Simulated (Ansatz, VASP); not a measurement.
# Two plane-wave programs on BeSe2

INCAR

```
PREC = Accurate
ENCUT = 600
EDIFF = 1E-7
ISMEAR = 0
SIGMA = 0.2
LREAL = F
LASPH = T
NELM = 100
ALGO = Normal
ISIF = 3
LWAVE = F
LCHARG = F
GGA = PE
IBRION = 2
NSW = 36
EDIFFG = -0.08
```

KPOINTS

```
Automatic mesh
0
Gamma
  3 3 3
```

File POSCAR:

```
BeSe2
1.0
    6.2300000000      0.0000000000      0.0000000000
    0.0000000000      6.2300000000      0.0000000000
    0.0000000000      0.0000000000      6.2300000000
Be Se
4 8
Direct
    0.5000000000      0.0000000000      0.5000000000
    0.0000000000      0.0000000000      0.0000000000
    0.5000000000      0.5000000000      0.0000000000
    0.0000000000      0.5000000000      0.5000000000
    0.6130000000      0.8870000000      0.1130000000
    0.3870000000      0.1130000000      0.8870000000
    0.6130000000      0.6130000000      0.6130000000
    0.3870000000      0.3870000000      0.3870000000
    0.8870000000      0.1130000000      0.6130000000
    0.1130000000      0.8870000000      0.3870000000
    0.1130000000      0.6130000000      0.8870000000
    0.8870000000      0.3870000000      0.1130000000
```

Input for Ansatz:

```yaml
crystal:
  lattice:
    - [6.23, 0.0, 0.0]
    - [0.0, 6.23, 0.0]
    - [0.0, 0.0, 6.23]
  atoms:
    - { symbol: Be, position: [0.5, 0.0, 0.5] }
    - { symbol: Be, position: [0.0, 0.0, 0.0] }
    - { symbol: Be, position: [0.5, 0.5, 0.0] }
    - { symbol: Be, position: [0.0, 0.5, 0.5] }
    - { symbol: Se, position: [0.613, 0.887, 0.113] }
    - { symbol: Se, position: [0.387, 0.113, 0.887] }
    - { symbol: Se, position: [0.613, 0.613, 0.613] }
    - { symbol: Se, position: [0.387, 0.387, 0.387] }
    - { symbol: Se, position: [0.887, 0.113, 0.613] }
    - { symbol: Se, position: [0.113, 0.887, 0.387] }
    - { symbol: Se, position: [0.113, 0.613, 0.887] }
    - { symbol: Se, position: [0.887, 0.387, 0.113] }
basis:
  ecutwfc: 420
kpoints:
  mp_grid: { grid: [3, 3, 3] }
hamiltonian:
  xc: pbe
scf:
  occupations: { method: gaussian, width: 0.2 }
  lower_state_search: "off"
output:
  forces: true
  stress: true
  eigenvalues: true
relax:
  adjacent_minimum: "off"
  f_tol: 0.08
  max_steps: 16
  cell: { stress_tol: 0.8 }
```

Alike in both runs: task relaxation of cell and atoms; functional PBE; k mesh 3 × 3 × 3; occupations gaussian, width 0.2 eV; no spin polarisation.

```csv
,VASP,Ansatz
version,VASP 6.6.1,Ansatz 0.2.0
potentials or method,"VASP PAW PBE potentials, release 64 (Be, Se), cutoff 600 eV","scalar-relativistic, plane waves, PAW"
valence electrons in the cell,56,136
```

```csv
,VASP,Ansatz,Ansatz less VASP
"gap on the k mesh at the Fermi level, each at its own relaxed structure (eV)",0.76,0.72,-0.040
relaxed volume (Å³/atom),17.46,17.33,-0.131
relaxed cell length with the largest relative difference (Å),5.940,5.925,-0.0149
```

VASP's potentials hold 56 valence electrons a cell and Ansatz's 136, so a difference there can come from the potentials and not from the codes.
